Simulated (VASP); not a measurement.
BiTe: single point with PBE

Crystal: BiTe.

```
Bi Te
1.0
     4.18647    0.01407    0.03475
    -2.08105    3.63668    0.00382
     0.07217    0.05082    8.62955
Bi Te
2 2
Direct
  0.32782 0.66108 0.24929
  0.66807 0.33172 0.74583
  0.99789 0.01008 0.99789
  0.00622 0.99712 0.50699
```

This cell differs from its parent crystal: atoms moved at random and the cell strained at random.

| Quantity | Value |
| --- | --- |
| Program | VASP 6.6.1 |
| Task | single point |
| Functional | PBE |
| Potentials or basis | VASP PAW PBE potentials, release 64 (Bi_d, Te) |
| Cutoff | 520 eV |
| k mesh | 8 × 8 × 6 |
| Occupations | gaussian, width 0.05 eV |
| Spin | no spin polarisation |

- Pressure: 0.7 GPa
- Largest force: 0.302 eV/Å
- Band gap on the k mesh: zero (bands 21 and 22 overlap by 2.42 eV)

Forces on the atoms (eV/Å):
```
Bi   0.033  0.011 -0.063
Bi  -0.049  0.004  0.217
Te   0.053 -0.059  0.142
Te  -0.037  0.044 -0.297
```

Stress tensor (GPa, compression positive):
```
 0.43 -0.13 -0.39
-0.13  0.43 -0.29
-0.39 -0.29  1.16
```

Levels at points of the mesh, in eV from the Fermi level:
| k point | band 19 | band 20 | band 21 | band 22 | band 23 | band 24 |
| --- | --- | --- | --- | --- | --- | --- |
| (0.00, 0.00, 0.00) | -0.85 | -0.80 | 0.42 | 0.45 | 0.46 | 2.02 |
| (0.50, 0.00, 0.00) | -1.87 | -1.66 | -1.56 | -0.78 | -0.32 | 2.27 |
| (0.00, 0.50, 0.00) | -1.87 | -1.62 | -1.53 | -0.79 | -0.30 | 2.29 |
| (0.50, 0.50, 0.00) | -1.78 | -1.72 | -1.61 | -0.82 | -0.38 | 2.25 |
| (0.00, 0.00, 0.50) | -1.31 | -1.24 | 1.19 | 1.26 | 1.32 | 1.43 |
| (0.50, 0.00, 0.50) | -2.75 | -2.51 | 0.62 | 0.69 | 1.39 | 1.55 |
| (0.00, 0.50, 0.50) | -2.72 | -2.49 | 0.62 | 0.74 | 1.37 | 1.57 |
| (0.50, 0.50, 0.50) | -2.78 | -2.58 | 0.61 | 0.66 | 1.35 | 1.45 |

Wall time 8.7 min on 1 thread of Intel(R) Xeon(R) Platinum 8375C CPU @ 2.90GHz (Ice Lake) (shared host), peak memory 0.7 GiB.

Caveat: the cell differs from its parent crystal (atoms moved at random and the cell strained at random); spin-orbit coupling is left out, which moves the levels of the heavy elements.
